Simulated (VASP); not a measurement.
# Be (P2_1/m) in VASP: single point with PBE+D3(BJ)

Aim: the single point of Be with PBE+D3(BJ).

Everything below comes from runs of VASP 6.6.1. Logs are shortened: lines on timing, memory, paths and dates and some standing lists are left out, and cuts for length are marked.

## 1. The cell of the first run

Symmetry: P2_1/m, No. 11, monoclinic system. The conventional cell has a = 2.270 Å, b = 3.588 Å, c = 2.270 Å, α = 90.00°, β = 120.00°, γ = 90.00°. Be (site symmetry m) has 12 Be at 2.12 to 2.34 Å within 2.8 Å.

## 2. Single point, PBE+D3(BJ) (atoms displaced along a vibrational mode, the cell strained)

Contents of INCAR:

```
SYSTEM = Be
PREC     = Accurate       ! precision mode
ENCUT    = 520            ! plane-wave cutoff, eV
EDIFF    = 1E-6           ! SCF threshold, eV
ISMEAR   = 0              ! smearing method
SIGMA    = 0.15           ! smearing width, eV
LREAL    = .False.        ! projectors in reciprocal space
LASPH    = .True.         ! aspherical terms in the spheres
NELM     = 60             ! most SCF steps
ALGO     = Fast           ! electronic algorithm
ISIF     = 2              ! what is computed and relaxed
LWAVE    = .False.        ! write WAVECAR
LCHARG   = .False.        ! write CHGCAR
GGA      = PE             ! functional
IVDW     = 12             ! dispersion correction
NBANDS   = 9              ! bands
```

Contents of KPOINTS:

```
Automatic mesh
0
Gamma
  24 24 12
  0 0 0
```

Contents of POSCAR:

```
Be
1.0
    2.2695515441      0.0000000000      0.0000000000
   -1.1347757721      1.9654892924      0.0000000000
    0.0000000000      0.0000000000      3.5876080252
Be
2
Direct
    0.2862733755      0.6666666667      0.2500000000
    0.7137266245      0.3333333333      0.7500000000
```

Potentials or basis: VASP PAW PBE potentials, release 64 (Be).

Run with:

```sh
$ cat potpaw_PBE.64/Be/POTCAR > POTCAR
$ mpirun -np 1 vasp_std > vasp.out
```

OUTCAR:

```text
SYSTEM = Be
   PREC = Accurate
   ENCUT = 520
   EDIFF = 1E-6
   ISMEAR = 0
   LREAL = .False.
   LASPH = .True.
   NELM = 60
   ISIF = 2
   GGA = PE
   IVDW = 12
 IVDW          = 12

 ion  position               nearest neighbor table
   1  0.286  0.667  0.250-   2 2.12   2 2.12   2 2.23   2 2.23   2 2.34   2 2.34
   2  0.714  0.333  0.750-   1 2.12   1 2.12   1 2.23   1 2.23   1 2.34   1 2.34

  LATTYP: Found a hexagonal cell.
 ALAT       =     2.2695515441
 C/A-ratio  =     1.5807563545

  Lattice vectors:

 A1 = (   2.2695515441,   0.0000000000,   0.0000000000)
 A2 = (  -1.1347757721,   1.9654892924,   0.0000000000)
 A3 = (   0.0000000000,   0.0000000000,   3.5876080252)

Analysis of symmetry for initial positions (statically):
=====================================================================
 Subroutine PRICEL returns:
 Original cell was already a primitive cell.

 Routine SETGRP: Setting up the symmetry group for a
 hexagonal supercell.

 Subroutine GETGRP returns: Found  4 space group operations
 (whereof  2 operations were pure point group operations)
 out of a pool of 24 trial point group operations.

The static configuration has the point symmetry S_2 .
 The point group associated with its full space group is C_2h.

Analysis of symmetry for dynamics (positions and initial velocities):
=====================================================================
 Subroutine PRICEL returns:
 Original cell was already a primitive cell.

 Routine SETGRP: Setting up the symmetry group for a
 hexagonal supercell.

 Subroutine GETGRP returns: Found  4 space group operations
 (whereof  2 operations were pure point group operations)
 out of a pool of 24 trial point group operations.

The dynamic configuration has the point symmetry S_2 .
 The point group associated with its full space group is C_2h.

 Subroutine INISYM returns: Found  4 space group operations
 (whereof  2 operations are pure point group operations),
 and found     1 'primitive' translations

----------------------------------------------------------------------------------------

                                     Primitive cell

  volume of cell :      16.0035

  direct lattice vectors                    reciprocal lattice vectors
     2.269551544  0.000000000  0.000000000     0.440615681  0.254389582  0.000000000
    -1.134775772  1.965489292  0.000000000     0.000000000  0.508779164  0.000000000
     0.000000000  0.000000000  3.587608025     0.000000000  0.000000000  0.278737251

  length of vectors
     2.269551544  2.269551544  3.587608025     0.508779164  0.508779164  0.278737251

  position of ions in fractional coordinates (direct lattice)
     0.286273376  0.666666667  0.250000000
     0.713726624  0.333333333  0.750000000

  ion indices of the primitive-cell ions
   primitive index   ion index
                 1           1
                 2           2

----------------------------------------------------------------------------------------

 KPOINTS: Automatic mesh

Automatic generation of k-mesh.
 Grid dimensions read from file:
 generate k-points for:   24   24   12

 Generating k-lattice:

  Cartesian coordinates                     Fractional coordinates (reciprocal lattice)
     0.018358987  0.010599566  0.000000000     0.041666667  0.000000000  0.000000000
     0.000000000  0.021199132  0.000000000     0.000000000  0.041666667  0.000000000
     0.000000000  0.000000000  0.023228104     0.000000000  0.000000000  0.083333333

  Length of vectors
     0.021199132  0.021199132  0.023228104

  Shift w.r.t. Gamma in fractional coordinates (k-lattice)
     0.000000000  0.000000000  0.000000000

 Subroutine IBZKPT returns following result:
 ===========================================

 Found   2030 irreducible k-points:

 Following reciprocal coordinates:
            Coordinates               Weight
  0.000000  0.000000  0.000000      1.000000
  0.041667  0.000000  0.000000      2.000000
  0.000000  0.041667  0.000000      2.000000
 -0.041667  0.041667  0.000000      2.000000
  0.083333  0.000000  0.000000      2.000000
  0.000000  0.083333  0.000000      2.000000
[... 16 lines left out ...]
  0.333333 -0.000000  0.000000      2.000000
  0.000000  0.333333  0.000000      2.000000
 [... further k-points ...]
   k-points           NKPTS =   2030   k-points in BZ     NKDIM =   2030   number of bands    NBANDS=      9
   number of dos      NEDOS =    301   number of ions     NIONS =      2
   total plane-waves  NPLWV =   9072
   dimension x,y,z NGX =    18 NGY =   18 NGZ =   28
   dimension x,y,z NGXF=    36 NGYF=   36 NGZF=   56
   ions per type =               2
   NGX,Y,Z   is equivalent  to a cutoff of  13.19, 13.19, 12.97 a.u.
   NGXF,Y,Z  is equivalent  to a cutoff of  26.37, 26.37, 25.95 a.u.
 SYSTEM =  Be
   PREC   = accura    normal or accurate (medium, high low for compatibility)
   ISTART =      0    job   : 0-new  1-cont  2-samecut
   ICHARG =      2    charge: 1-file 2-atom 10-const
   ISPIN  =      1    spin polarized calculation?
   LNONCOLLINEAR =      F non collinear calculations
   LSORBIT =      F    spin-orbit coupling
   LASPH  =      T    aspherical Exc in radial PAW
   ENCUT  =  520.0 eV  38.22 Ry    6.18 a.u.   4.22  4.22  6.67*2*pi/ulx,y,z
   NELM   =     60;   NELMIN=  2; NELMDL= -5     # of ELM steps
   EDIFF  = 0.1E-05   stopping-criterion for ELM
   LREAL  =      F    real-space projection
   EDIFFG = 0.1E-04   stopping-criterion for IOM
   NSW    =      0    number of steps for IOM
   IBRION =     -1    ionic relax: 0-MD 1-quasi-New 2-CG
   NFREE  =      0    steps in history (QN), initial steepest desc. (CG)
   ISIF   =      2    stress and relaxation
   ISYM   =      2    0-nonsym 1-usesym 2-fastsym
   POTIM  = 0.5000    time-step for ionic-motion
   TEBEG  =    0.0;   TEEND  =   0.0 temperature during run
   PSTRESS=    0.0 pullay stress
   NELECT =       4.0000    total number of electrons
   NUPDOWN=      -1.0000    fix difference up-down
   EMIN   =  10.00;   EMAX   =-10.00  energy-range for DOS
   EFERMI =   0.00;   METHOD = LEGACY
   ISMEAR =     0;   SIGMA  =   0.15  broadening in eV -4-tet -1-fermi 0-gaus
   EFERMI_NEDOS =   21; number of points for ismear=-14 and -15
   IALGO  =     68    algorithm
   IMIX   =      4    mixing-type and parameters
     AMIX     =   0.40;   BMIX     =  1.00
     AMIX_MAG =   1.60;   BMIX_MAG =  1.00
  volume/ion in A,a.u.               =       8.00        54.00
  Fermi-wavevector in a.u.,A,eV,Ry     =   1.031232  1.948745 14.468964  1.063439
  Thomas-Fermi vector in A             =   2.165370
   LORBIT       =      0    0 simple, 1 ext, 2 COOP (PROOUT), +10 PAW based schemes
   GGA     = PE    functional components
   LHFCALC =     F    Hartree Fock is set to
   AEXX    =    0.0000 exact exchange contribution
   IVDW    =    12    specifies the selected vdW correction
   LEPSILON=     F    determine dielectric tensor
   LRPA    =     F    only Hartree local field effects (RPA)
 non-spin polarized calculation
 RMM-DIIS sequential band-by-band and
 Gauss-broadening in eV      SIGMA  =   0.15
  energy-cutoff  :      520.00
  volume of cell :       16.00
 maximum number of plane-waves:       446
 NGX is ok and might be reduce to    18
   NGX =  9   NGY =  9   NGZ = 13

 number of electron       4.0000000 magnetization

 Free energy of the ion-electron system (eV)
  ---------------------------------------------------
  ext. energy  EPLUGINS =         0.00000000
  ---------------------------------------------------
  free energy    TOTEN  =        -7.45492104 eV

  energy without entropy =       -7.45308209  energy(sigma->0) =       -7.45400157

 E-fermi :   6.9889     XC(G=0): -10.5657

 val. band max:        6.9884039773   @ k =   0.2500   0.2917   0.0000
 cond. band min:       6.9895217903   @ k =   0.3750   0.3333   0.4167
 fundamental gap:      0.0011178130
 Fermi energy:         6.9889234507

 k-point     1 :       0.0000    0.0000    0.0000
  band No.  band energies     occupation
      1      -4.3567      2.00000
      2       2.4720      2.00000
      3       7.9379      0.00000
      4      22.3307      0.00000
      5      23.6915      0.00000
      6      24.5869      0.00000
      7      26.6122      0.00000
      8      27.6485      0.00000
      9      33.6098      0.00000

 k-point     2 :       0.0417    0.0000    0.0000
  band No.  band energies     occupation
      1      -4.3070      2.00000
      2       2.5374      2.00000
      3       7.9516      0.00000
      4      22.0101      0.00000
      5      23.1073      0.00000
      6      24.9462      0.00000
      7      26.5819      0.00000
      8      27.5393      0.00000
      9      32.0066      0.00000

 k-point     3 :       0.0000    0.0417    0.0000
  band No.  band energies     occupation
      1      -4.3069      2.00000
      2       2.5370      2.00000
      3       7.9537      0.00000
      4      21.9989      0.00000
      5      23.2419      0.00000
      6      24.6215      0.00000
      7      26.7363      0.00000
      8      27.5617      0.00000
      9      32.4233      0.00000

 k-point     4 :      -0.0417    0.0417    0.0000
  band No.  band energies     occupation
      1      -4.3067      2.00000
      2       2.5364      2.00000
      3       7.9567      0.00000
      4      22.0712      0.00000
      5      22.9717      0.00000
      6      24.8683      0.00000
      7      26.6808      0.00000
      8      27.5920      0.00000
      9      32.8693      0.00000

 k-point     5 :       0.0833    0.0000    0.0000
  band No.  band energies     occupation
      1      -4.1577      2.00000
      2       2.7335      2.00000
      3       7.9904      0.00000
      4      21.1165      0.00000
      5      22.1303      0.00000
      6      25.2151      0.00000
      7      26.5303      0.00000
      8      27.1833      0.00000
      9      30.7020      0.00000

 k-point     6 :       0.0000    0.0833    0.0000
  band No.  band energies     occupation
      1      -4.1574      2.00000
      2       2.7318      2.00000
      3       7.9994      0.00000
      4      21.0933      0.00000
      5      22.2521      0.00000
      6      24.6159      0.00000
      7      26.8506      0.00000
      8      27.2729      0.00000
      9      31.3529      0.00000
[... 169 lines left out ...]
 k-point    21 :       0.0000    0.2917    0.0000
  band No.  band energies     occupation
      1      -1.9152      2.00000
      2       5.6272      2.00000
      3       7.9438      0.00000
      4      13.8315      0.00000
      5      18.0903      0.00000
      6      20.8791      0.00000
      7      21.7389      0.00000
      8      23.1688      0.00000
      9      28.5524      0.00000

 k-point    22 :      -0.2917    0.2917    0.0000
  band No.  band energies     occupation
      1      -1.9164      2.00000
      2       5.5762      2.00000
      3       8.3020      0.00000
      4      13.1529      0.00000
      5      17.8093      0.00000
      6      21.4939      0.00000
      7      21.9488      0.00000
      8      24.3342      0.00000
      9      27.4934      0.00000

 k-point    23 :       0.3333   -0.0000    0.0000
  band No.  band energies     occupation
      1      -1.1676      2.00000
      2       6.6336      1.99919
      3       7.1140      0.23816
      4      13.7440      0.00000
      5      17.3932      0.00000
      6      18.6467      0.00000
      7      20.2291      0.00000
      8      23.7385      0.00000
      9      26.8708      0.00000

 k-point    24 :       0.0000    0.3333    0.0000
  band No.  band energies     occupation
      1      -1.1737      2.00000
      2       6.5745      1.99991
      3       7.3863      0.00018
      4      13.1580      0.00000
      5      17.5632      0.00000
      6      19.0263      0.00000
      7      20.3521      0.00000
      8      22.8305      0.00000
      9      28.4576      0.00000

 [... further k-points ...]

------------------------ aborting loop because EDIFF is reached ----------------------------------------

 Edisp (eV)   -0.70133

 E8    (eV) :    -0.2428

  FORCE on cell =-STRESS in cart. coord.  units (eV):
  Direction    XX          YY          ZZ          XY          YZ          ZX
  --------------------------------------------------------------------------------------
  -------------------------------------------------------------------------------------
  Total      -0.87223    -0.76904    -0.68418     0.48548     0.00000     0.00000
  in kB     -87.32275   -76.99170   -68.49630    48.60358     0.00000     0.00000
  external pressure =      -77.60 kB  Pullay stress =        0.00 kB

 VOLUME and BASIS-vectors are now :
 -----------------------------------------------------------------------------
  energy-cutoff  :      520.00
  volume of cell :       16.00
      direct lattice vectors                 reciprocal lattice vectors
     2.269551544  0.000000000  0.000000000     0.440615681  0.254389582  0.000000000
    -1.134775772  1.965489292  0.000000000     0.000000000  0.508779164  0.000000000
     0.000000000  0.000000000  3.587608025     0.000000000  0.000000000  0.278737251

 POSITION                                       TOTAL-FORCE (eV/Angst)
 -----------------------------------------------------------------------------------
     -0.10681      1.31033      0.89690         0.709055      0.175314      0.000000
      1.24158      0.65516      2.69071        -0.709055     -0.175314      0.000000
 -----------------------------------------------------------------------------------
    total drift:                                0.000000     -0.000000     -0.000000

  FREE ENERGIE OF THE ION-ELECTRON SYSTEM (eV)
  ---------------------------------------------------
  free  energy   TOTEN  =        -8.1562504207 eV

  energy  without entropy=       -8.1544114670  energy(sigma->0) =       -8.15533094
```

Run time: 2.3 min. Hardware: 1 thread of Intel Xeon Platinum 8375C at 2.90GHz (Ice Lake), shared host; peak memory 0.35 GiB.

Results:

```yaml
Free_energy: -8.1563 eV
Pressure: -7.8 GPa
Largest_force: 0.730 eV/Å
Band_gap_on_the_k_mesh: zero (bands 2 and 3 overlap by 2.10 eV)
Dispersion_energy_per_atom: -0.351 eV
```

Forces in eV/Å, atoms in the order of the input:
```
Be   0.709  0.175  0.000
Be  -0.709 -0.175  0.000
```

Stress tensor (GPa, compression positive):
```
-8.73  4.86  0.00
 4.86 -7.70  0.00
 0.00  0.00 -6.85
```

Levels at points of the mesh, in eV from the Fermi level:
| k point | band 1 | band 2 | band 3 | band 4 | band 5 |
| --- | --- | --- | --- | --- | --- |
| (0.00, 0.00, 0.00) | -11.35 | -4.52 | 0.95 | 15.34 | 16.70 |
| (0.50, 0.00, 0.00) | -4.64 | -3.80 | 4.31 | 5.28 | 7.79 |
| (0.00, 0.50, 0.00) | -5.01 | -3.17 | 3.47 | 6.40 | 6.55 |
| (0.50, 0.50, 0.00) | -5.29 | -2.48 | 2.88 | 5.37 | 7.42 |
| (0.00, 0.00, 0.50) | -9.21 | -9.21 | 10.40 | 10.40 | 17.34 |
| (0.50, 0.00, 0.50) | -3.82 | -3.82 | 1.88 | 1.88 | 11.86 |
| (0.00, 0.50, 0.50) | -3.65 | -3.65 | 1.49 | 1.49 | 11.75 |
| (0.50, 0.50, 0.50) | -3.38 | -3.38 | 0.93 | 0.93 | 11.83 |

Caveat: the cell differs from its parent crystal (atoms displaced along a vibrational mode, the cell strained); the cell stands under tension.
